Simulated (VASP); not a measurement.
# Ga5N6 in VASP: settings compared

Aim: see how the results for Ga5N6 move with the level of theory and the settings. Levels: PBE, r2SCAN. Tasks: single point.

All numbers are computed with VASP 6.6.1; they aren't measurements. Logs are shortened: lines on timing, memory, paths and dates and some standing lists are left out, and cuts for length are marked.

### Step 1. The cell of the first run

The cell holds a slab with vacuum, 11 atoms: a = 3.216 Å, b = 3.216 Å, c = 26.371 Å, α = 90.00°, β = 90.00°, γ = 90.00°.

### Step 2. Single point, PBE

INCAR

```
ALGO     = Fast           # electronic algorithm
DIPOL    = 0.5 0.5 0.500
EDIFF    = 1E-6           # SCF threshold, eV
ENCUT    = 520            # plane-wave cutoff, eV
GGA      = PE             # functional
IDIPOL   = 3            
ISIF     = 2              # what is computed and relaxed
ISMEAR   = 0              # smearing method
LASPH    = T              # aspherical terms in the spheres
LCHARG   = F              # write CHGCAR
LDIPOL   = T            
LREAL    = F              # projectors in reciprocal space
LWAVE    = F              # write WAVECAR
NBANDS   = 58             # bands
NELM     = 80             # most SCF steps
PREC     = Accurate       # precision mode
SIGMA    = 0.05           # smearing width, eV
```

KPOINTS

```
k-points
0
Gamma
  8 8 1
```

POSCAR

```
Ga5N6
1.0
    3.2162589223      0.0000000000      0.0000000000
    0.0000000000      3.2162589223      0.0000000000
    0.0000000000      0.0000000000     26.3711924699
N Ga
6 5
Direct
    0.0000000000      0.5000000000      0.2906504926
    0.5000000000      0.0000000000      0.3717672077
    0.0000000000      0.5000000000      0.4570373084
    0.5000000000      0.0000000000      0.5429632898
    0.0000000000      0.5000000000      0.6282331473
    0.5000000000      0.0000000000      0.7093492988
    0.5000000000      0.5000000000      0.3258754524
    0.0000000000      0.0000000000      0.4134208720
    0.5000000000      0.5000000000      0.4999996755
    0.0000000000      0.0000000000      0.5865786972
    0.5000000000      0.5000000000      0.6741245583
```

Potentials or basis: VASP PAW PBE potentials, release 64 (N, Ga_d).

Command:

```console
> cat potpaw_PBE.64/N/POTCAR potpaw_PBE.64/Ga_d/POTCAR > POTCAR
> mpirun -np 1 vasp_std > vasp.out
```

OUTCAR:

```text
EDIFF = 1E-6
   ENCUT = 520
   GGA = PE
   ISIF = 2
   ISMEAR = 0
   LASPH = T
   LREAL = F
   NELM = 80
   PREC = Accurate

 ion  position               nearest neighbor table
   1  0.000  0.500  0.291-   7 1.86   7 1.86
   2  0.500  0.000  0.372-   8 1.95   8 1.95   7 2.01   7 2.01
   3  0.000  0.500  0.457-   9 1.97   9 1.97   8 1.98   8 1.98
   4  0.500  0.000  0.543-   9 1.97   9 1.97  10 1.98  10 1.98
   5  0.000  0.500  0.628-  10 1.95  10 1.95  11 2.01  11 2.01
   6  0.500  0.000  0.709-  11 1.86  11 1.86
   7  0.500  0.500  0.326-   1 1.86   1 1.86   2 2.01   2 2.01
   8  0.000  0.000  0.413-   2 1.95   2 1.95   3 1.98   3 1.98
   9  0.500  0.500  0.500-   3 1.97   3 1.97   4 1.97   4 1.97
  10  0.000  0.000  0.587-   5 1.95   5 1.95   4 1.98   4 1.98
  11  0.500  0.500  0.674-   6 1.86   6 1.86   5 2.01   5 2.01

  LATTYP: Found a simple tetragonal cell.
 ALAT       =     3.2162589223
 C/A-ratio  =     8.1993375244

  Lattice vectors:

 A1 = (   3.2162589223,   0.0000000000,   0.0000000000)
 A2 = (   0.0000000000,   3.2162589223,   0.0000000000)
 A3 = (   0.0000000000,   0.0000000000,  26.3711924699)

Analysis of symmetry for initial positions (statically):
=====================================================================
 Subroutine PRICEL returns:
 Original cell was already a primitive cell.

 Routine SETGRP: Setting up the symmetry group for a
 simple tetragonal supercell.

 Subroutine GETGRP returns: Found  8 space group operations
 (whereof  8 operations were pure point group operations)
 out of a pool of 16 trial point group operations.

The static configuration has the point symmetry D_2d.

Analysis of symmetry for dynamics (positions and initial velocities):
=====================================================================
 Subroutine PRICEL returns:
 Original cell was already a primitive cell.

 Routine SETGRP: Setting up the symmetry group for a
 simple tetragonal supercell.

 Subroutine GETGRP returns: Found  8 space group operations
 (whereof  8 operations were pure point group operations)
 out of a pool of 16 trial point group operations.

The dynamic configuration has the point symmetry D_2d.

 Subroutine INISYM returns: Found  8 space group operations
 (whereof  8 operations are pure point group operations),
 and found     1 'primitive' translations

----------------------------------------------------------------------------------------

                                     Primitive cell

  volume of cell :     272.7921

  direct lattice vectors                    reciprocal lattice vectors
     3.216258922  0.000000000  0.000000000     0.310920241  0.000000000  0.000000000
     0.000000000  3.216258922  0.000000000     0.000000000  0.310920241  0.000000000
     0.000000000  0.000000000 26.371192470     0.000000000  0.000000000  0.037920166

  length of vectors
     3.216258922  3.216258922 26.371192470     0.310920241  0.310920241  0.037920166

  position of ions in fractional coordinates (direct lattice)
     0.000000000  0.500000000  0.290650493
     0.500000000  0.000000000  0.371767208
     0.000000000  0.500000000  0.457037308
     0.500000000  0.000000000  0.542963290
     0.000000000  0.500000000  0.628233147
     0.500000000  0.000000000  0.709349299
     0.500000000  0.500000000  0.325875452
     0.000000000  0.000000000  0.413420872
     0.500000000  0.500000000  0.499999675
     0.000000000  0.000000000  0.586578697
     0.500000000  0.500000000  0.674124558

  ion indices of the primitive-cell ions
   primitive index   ion index
                 1           1
                 2           2
                 3           3
                 4           4
                 5           5
                 6           6
                 7           7
                 8           8
                 9           9
                10          10
                11          11

----------------------------------------------------------------------------------------

 KPOINTS: k-points

Automatic generation of k-mesh.
 Grid dimensions read from file:
 generate k-points for:    8    8    1

 Generating k-lattice:

  Cartesian coordinates                     Fractional coordinates (reciprocal lattice)
     0.038865030  0.000000000  0.000000000     0.125000000  0.000000000  0.000000000
     0.000000000  0.038865030  0.000000000     0.000000000  0.125000000  0.000000000
     0.000000000  0.000000000  0.037920166     0.000000000  0.000000000  1.000000000

  Length of vectors
     0.038865030  0.038865030  0.037920166

  Shift w.r.t. Gamma in fractional coordinates (k-lattice)
     0.000000000  0.000000000  0.000000000

 Subroutine IBZKPT returns following result:
 ===========================================

 Found     15 irreducible k-points:

 Following reciprocal coordinates:
            Coordinates               Weight
  0.000000  0.000000  0.000000      1.000000
  0.125000  0.000000  0.000000      4.000000
  0.250000  0.000000  0.000000      4.000000
  0.375000  0.000000  0.000000      4.000000
  0.500000  0.000000  0.000000      2.000000
  0.125000  0.125000  0.000000      4.000000
  0.250000  0.125000  0.000000      8.000000
  0.375000  0.125000  0.000000      8.000000
  0.500000  0.125000  0.000000      4.000000
  0.250000  0.250000  0.000000      4.000000
  0.375000  0.250000  0.000000      8.000000
  0.500000  0.250000  0.000000      4.000000
  0.375000  0.375000  0.000000      4.000000
  0.500000  0.375000  0.000000      4.000000
  0.500000  0.500000  0.000000      1.000000
   k-points           NKPTS =     15   k-points in BZ     NKDIM =     15   number of bands    NBANDS=     58
   number of dos      NEDOS =    301   number of ions     NIONS =     11
   total plane-waves  NPLWV = 112896
   dimension x,y,z NGX =    24 NGY =   24 NGZ =  196
   dimension x,y,z NGXF=    48 NGYF=   48 NGZF=  392
   ions per type =               6   5
   NGX,Y,Z   is equivalent  to a cutoff of  12.41, 12.41, 12.36 a.u.
   NGXF,Y,Z  is equivalent  to a cutoff of  24.81, 24.81, 24.71 a.u.
 SYSTEM =  unknown system
   PREC   = accura    normal or accurate (medium, high low for compatibility)
   ISTART =      0    job   : 0-new  1-cont  2-samecut
   ICHARG =      2    charge: 1-file 2-atom 10-const
   ISPIN  =      1    spin polarized calculation?
   LNONCOLLINEAR =      F non collinear calculations
   LSORBIT =      F    spin-orbit coupling
   LASPH  =      T    aspherical Exc in radial PAW
   ENCUT  =  520.0 eV  38.22 Ry    6.18 a.u.   5.98  5.98 49.03*2*pi/ulx,y,z
   NELM   =     80;   NELMIN=  2; NELMDL= -5     # of ELM steps
   EDIFF  = 0.1E-05   stopping-criterion for ELM
   LREAL  =      F    real-space projection
   EDIFFG = 0.1E-04   stopping-criterion for IOM
   NSW    =      0    number of steps for IOM
   IBRION =     -1    ionic relax: 0-MD 1-quasi-New 2-CG
   NFREE  =      0    steps in history (QN), initial steepest desc. (CG)
   ISIF   =      2    stress and relaxation
   ISYM   =      2    0-nonsym 1-usesym 2-fastsym
   POTIM  = 0.5000    time-step for ionic-motion
   TEBEG  =    0.0;   TEEND  =   0.0 temperature during run
   PSTRESS=    0.0 pullay stress
   NELECT =      95.0000    total number of electrons
   NUPDOWN=      -1.0000    fix difference up-down
   EMIN   =  10.00;   EMAX   =-10.00  energy-range for DOS
   EFERMI =   0.00;   METHOD = LEGACY
   ISMEAR =     0;   SIGMA  =   0.05  broadening in eV -4-tet -1-fermi 0-gaus
   EFERMI_NEDOS =   21; number of points for ismear=-14 and -15
   IALGO  =     68    algorithm
   IMIX   =      4    mixing-type and parameters
     AMIX     =   0.40;   BMIX     =  1.00
     AMIX_MAG =   1.60;   BMIX_MAG =  1.00
  volume/ion in A,a.u.               =      24.80       167.35
  Fermi-wavevector in a.u.,A,eV,Ry     =   1.151787  2.176562 18.049664  1.326613
  Thomas-Fermi vector in A             =   2.288442
   LORBIT       =      0    0 simple, 1 ext, 2 COOP (PROOUT), +10 PAW based schemes
   GGA     = PE    functional components
   LHFCALC =     F    Hartree Fock is set to
   AEXX    =    0.0000 exact exchange contribution
   IVDW    =     0    specifies the selected vdW correction
   LEPSILON=     F    determine dielectric tensor
   LRPA    =     F    only Hartree local field effects (RPA)
 non-spin polarized calculation
 RMM-DIIS sequential band-by-band and
 Gauss-broadening in eV      SIGMA  =   0.05
  energy-cutoff  :      520.00
  volume of cell :      272.79
 maximum number of plane-waves:      7418
 NGX is ok and might be reduce to    24
   NGX = 11   NGY = 11   NGZ = 99

 dipolmoment           0.000000      0.000000      0.000000 electrons x Angstroem

 number of electron      95.0000028 magnetization

 dipolmoment           0.000000      0.000000     -0.000005 electrons x Angstroem

 Free energy of the ion-electron system (eV)
  ---------------------------------------------------
  ext. energy  EPLUGINS =         0.00000000
  ---------------------------------------------------
  free energy    TOTEN  =       -61.99156207 eV

  energy without entropy =      -61.97804550  energy(sigma->0) =      -61.98480379

 E-fermi :  -1.8960     XC(G=0):  -5.9026

 val. band max:       -1.8998490349   @ k =   0.1250   0.1250   0.0000
 cond. band min:      -1.8898882518   @ k =   0.2500   0.2500   0.0000
 fundamental gap:      0.0099607831
 Fermi energy:        -1.8960280342

 k-point     1 :       0.0000    0.0000    0.0000
  band No.  band energies     occupation
      1     -17.6931      2.00000
      2     -17.3279      2.00000
      3     -17.0034      2.00000
      4     -16.8852      2.00000
      5     -16.4399      2.00000
      6     -16.4394      2.00000
[... 904 lines left out ...]
     57       5.2995      0.00000
     58       5.9169      0.00000

------------------------ aborting loop because EDIFF is reached ----------------------------------------

 vacuum level on the upper side and lower side of the slab       (xc-potential included)        -0.149        -0.149

  FORCE on cell =-STRESS in cart. coord.  units (eV):
  Direction    XX          YY          ZZ          XY          YZ          ZX
  --------------------------------------------------------------------------------------
  -------------------------------------------------------------------------------------
  Total        1.5870553      1.5870553      0.0172803      0.0000000      0.0000000      0.0000000
  in kB        9.3211794      9.3211794      0.1014915      0.0000000      0.0000000      0.0000000
  external PRESSURE =       6.2479501 kB  Pullay stress =       0.0000000 kB

 VOLUME and BASIS-vectors are now :
 -----------------------------------------------------------------------------
  energy-cutoff  :      520.00
  volume of cell :      272.79
      direct lattice vectors                 reciprocal lattice vectors
     3.216258922  0.000000000  0.000000000     0.310920241  0.000000000  0.000000000
     0.000000000  3.216258922  0.000000000     0.000000000  0.310920241  0.000000000
     0.000000000  0.000000000 26.371192470     0.000000000  0.000000000  0.037920166

 POSITION                                       TOTAL-FORCE (eV/Angst)
 -----------------------------------------------------------------------------------
      0.00000      1.60813      7.66480        -0.000000      0.000000      0.014048
      1.60813      0.00000      9.80394        -0.000000      0.000000      0.001803
      0.00000      1.60813     12.05262         0.000000      0.000000     -0.005766
      1.60813      0.00000     14.31859        -0.000000     -0.000000      0.005766
      0.00000      1.60813     16.56726        -0.000000     -0.000000     -0.001803
      1.60813      0.00000     18.70639         0.000000      0.000000     -0.014048
      1.60813      1.60813      8.59372        -0.000000      0.000000     -0.030008
      0.00000      0.00000     10.90240        -0.000000      0.000000      0.003079
      1.60813      1.60813     13.18559        -0.000000      0.000000      0.000000
      0.00000      0.00000     15.46878        -0.000000     -0.000000     -0.003079
      1.60813      1.60813     17.77747        -0.000000      0.000000      0.030008
 -----------------------------------------------------------------------------------
    total drift:                                0.000000     -0.000000     -0.008587

  FREE ENERGIE OF THE ION-ELECTRON SYSTEM (eV)
  ---------------------------------------------------
  free  energy   TOTEN  =       -61.9915620683 eV

  energy  without entropy=      -61.9780455025  energy(sigma->0) =      -61.98480379

 vacuum level on the upper side and lower side of the slab         5.654         5.655
```

Wall time 9.8 min (1 thread of Oxide Virtual Turin-like, shared host); peak memory 0.4 GiB.

Results:

- Free energy: -61.9916 eV
- Largest force: 0.030 eV/Å
- Band gap on the k mesh: zero (an odd number of electrons rules out a gap without spin polarisation)

Forces in eV/Å, atoms in the order of the input:
```
N    0.000  0.000  0.014
N    0.000  0.000  0.002
N    0.000  0.000 -0.006
N    0.000  0.000  0.006
N    0.000  0.000 -0.002
N    0.000  0.000 -0.014
Ga   0.000  0.000 -0.030
Ga   0.000  0.000  0.003
Ga   0.000  0.000  0.000
Ga   0.000  0.000 -0.003
Ga   0.000  0.000  0.030
```

Levels at points of the mesh, in eV from the Fermi level:
```
           k point  band 44  band 45  band 46  band 47  band 48  band 49  band 50  band 51
(0.00, 0.00, 0.00)    -0.55    -0.28    -0.28     0.06     0.64     0.64     2.37     3.53
(0.50, 0.00, 0.00)    -0.93    -0.91    -0.64    -0.43     0.09     0.83     4.83     4.89
(0.50, 0.50, 0.00)    -2.65    -2.49    -0.80    -0.80    -0.73    -0.71     3.95     3.95
```

### Step 3. Single point, r2SCAN

POSCAR

```
Ga5N6
1.0
    3.2162589223      0.0000000000      0.0000000000
    0.0000000000      3.2162589223      0.0000000000
    0.0000000000      0.0000000000     26.3711924699
N Ga
6 5
Direct
    0.0000000000      0.5000000000      0.2844012461
    0.5000000000      0.0000000000      0.3706407477
    0.0000000000      0.5000000000      0.4568802492
    0.5000000000      0.0000000000      0.5431197508
    0.0000000000      0.5000000000      0.6293592523
    0.5000000000      0.0000000000      0.7155987539
    0.5000000000      0.5000000000      0.3275209969
    0.0000000000      0.0000000000      0.4137604984
    0.5000000000      0.5000000000      0.5000000000
    0.0000000000      0.0000000000      0.5862395016
    0.5000000000      0.5000000000      0.6724790031
```

INCAR.step1

```
SYSTEM = Ga5N6
PREC = Accurate
ENCUT = 520
ISMEAR = 0
SIGMA = 0.05
LREAL = .False.
LASPH = .True.
NELM = 60
LDIPOL = .True.
IDIPOL = 3
DIPOL = 0.5 0.5 0.500
NBANDS = 58
GGA = PE
ALGO = Normal
EDIFF = 1E-4
LWAVE = .True.
LCHARG = .False.
```

INCAR.step2

```
SYSTEM = Ga5N6
PREC = Accurate
ENCUT = 520
EDIFF = 1E-6
ISMEAR = 0
SIGMA = 0.05
LREAL = .False.
LASPH = .True.
NELM = 60
ALGO = Normal
ISIF = 2
LWAVE = .False.
LCHARG = .True.
LDIPOL = .True.
IDIPOL = 3
DIPOL = 0.5 0.5 0.500
METAGGA = R2SCAN
LMIXTAU = .True.
LELF = .True.
LVHAR = .True.
LVACPOTAV = .True.
NBANDS = 58
ISTART = 1
```

KPOINTS

```
regular mesh
0
Gamma
  8 8 1
  0 0 0
```

Potentials or basis: VASP PAW PBE potentials, release 64 (N, Ga_d).

Command:

```console
> cat potpaw_PBE.64/N/POTCAR potpaw_PBE.64/Ga_d/POTCAR > POTCAR
> cp INCAR.step1 INCAR
> mpirun -np 1 vasp_std > vasp.out
> cp INCAR.step2 INCAR
> mpirun -np 1 vasp_std > vasp.out
```

Run time: 36 min. Hardware: 1 thread of Oxide Virtual Turin-like, shared host; peak memory 0.44 GiB.

It converged, with:

| Item | Value |
| --- | --- |
| Free energy | -110.4658 eV |
| Largest force | 1.682 eV/Å |
| Band gap on the k mesh | zero (an odd number of electrons rules out a gap without spin polarisation) |

Forces in eV/Å, atoms in the order of the input:
```
N    0.000  0.000  1.625
N    0.000  0.000  0.617
N    0.000  0.000  0.092
N    0.000  0.000 -0.092
N    0.000  0.000 -0.617
N    0.000  0.000 -1.625
Ga   0.000  0.000 -1.682
Ga   0.000  0.000 -0.306
Ga   0.000  0.000  0.000
Ga   0.000  0.000  0.306
Ga   0.000  0.000  1.682
```

Levels at points of the mesh, in eV from the Fermi level:
| k point | band 45 | band 46 | band 47 | band 48 | band 49 | band 50 | band 51 | band 52 |
| --- | --- | --- | --- | --- | --- | --- | --- | --- |
| (0.00, 0.00, 0.00) | -0.02 | -0.02 | 0.04 | 0.96 | 0.96 | 2.47 | 3.70 | 3.82 |
| (0.50, 0.00, 0.00) | -0.57 | -0.39 | -0.20 | -0.01 | 1.19 | 5.06 | 5.10 | 6.10 |
| (0.50, 0.50, 0.00) | -2.49 | -0.69 | -0.69 | -0.49 | -0.48 | 4.07 | 4.07 | 5.60 |

Caveat: the PAW data sets were made with another functional, which shifts forces and pressure a little.

The gap in the log of VASP goes by the Fermi energy; the results here count the filled bands.